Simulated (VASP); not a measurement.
The system is LiSi2.

```
CELL_PARAMETERS angstrom
4.34920 0.00000 0.00000
0.00000 5.30817 0.00000
0.00000 0.00000 3.31371
ATOMIC_POSITIONS crystal
Li 0.00000 0.00000 0.00000
Li 0.50000 0.50000 0.50000
Si 0.20040 0.37870 0.00000
Si 0.79960 0.62130 0.00000
Si 0.70040 0.12130 0.50000
Si 0.29960 0.87870 0.50000
```

- Program: VASP 6.6.1
- Task: relaxation of cell and atoms
- Functional: PBE
- Potentials or basis: VASP PAW PBE potentials, release 64 (Li_sv, Si)
- Cutoff: 600 eV
- k mesh: 4 × 4 × 6
- Occupations: gaussian, width 0.1 eV
- Spin: no spin polarisation

At the start: pressure 25.8 GPa; volume 12.75 Å³/atom.

Where does the relaxation end?

Over 26 steps the energy falls by 541.3 meV/atom and the volume is 18.10 Å³/atom (+42.0 %); space group Pnnm (No. 58, to 0.1 Å) before and after.

The path:
```
step  energy change (eV)  largest force (eV/Å)  pressure (GPa)  volume (Å³)
   1              0.0000                1.5938           25.84        76.50
   2             -1.5380                0.6054           -0.53       101.59
   3             -1.5575                0.5094            1.44        97.91
   4             -1.5578                0.5247            1.15        98.41
   5             -1.6858                0.4147            0.36       101.04
   6             -1.8571                0.5798           -0.81       107.98
   7             -1.9753                0.7659           -0.61       108.92
   8             -2.2021                1.9252            0.46       111.09
   9             -2.2562                1.9545            0.34       111.51
  10             -2.3947                2.0785            0.01       112.67
  11             -2.6540                2.2365            0.29       114.60
  12             -2.5066                2.0693            5.63       116.77
  13             -2.7100                2.3612            1.14       115.40
  14             -2.7742                2.1499            2.65       116.24
  15             -2.9632                0.9926            1.25       118.87
  16             -2.9692                0.8980            1.07       119.46
  17             -3.0541                0.6062           -0.16       119.88
  18             -3.1172                0.3190           -2.39       120.77
  19             -3.1586                0.2108           -2.03       118.63
  20             -3.2175                0.1583           -0.88       113.08
  21             -3.2197                0.2309           -0.52       111.66
  22             -3.2330                0.1847           -0.11       110.38
  23             -3.2410                0.1855            0.61       108.40
  24             -3.2472                0.0743            0.06       108.65
  25             -3.2474                0.0706           -0.05       108.70
  26             -3.2480                0.0123           -0.03       108.62
```

Final structure:
```cif
data_structure
_symmetry_space_group_name_H-M 'P 1'
_symmetry_Int_Tables_number 1
_cell_length_a 3.7095
_cell_length_b 6.2600
_cell_length_c 4.6776
_cell_angle_alpha 90.000
_cell_angle_beta 90.000
_cell_angle_gamma 90.000
_cell_volume 108.62
loop_
_atom_site_label
_atom_site_type_symbol
_atom_site_fract_x
_atom_site_fract_y
_atom_site_fract_z
_atom_site_occupancy
Li1 Li 0.00000 0.00000 0.00000 1
Li2 Li 0.50000 0.50000 0.50000 1
Si1 Si 0.25122 0.38619 0.00000 1
Si2 Si 0.74878 0.61381 0.00000 1
Si3 Si 0.75122 0.11381 0.50000 1
Si4 Si 0.24878 0.88619 0.50000 1
```

Caveat: the k points lie up to 0.42 Å⁻¹ apart in the final cell, too coarse for converged energies and pressures of a metal; the cutoff is under 1.25 times the usual one of these potentials, so pressure, stress and relaxed cells hold a basis-set (Pulay) error; the volume moved by over 15 % at a fixed basis, so the end points are rough.
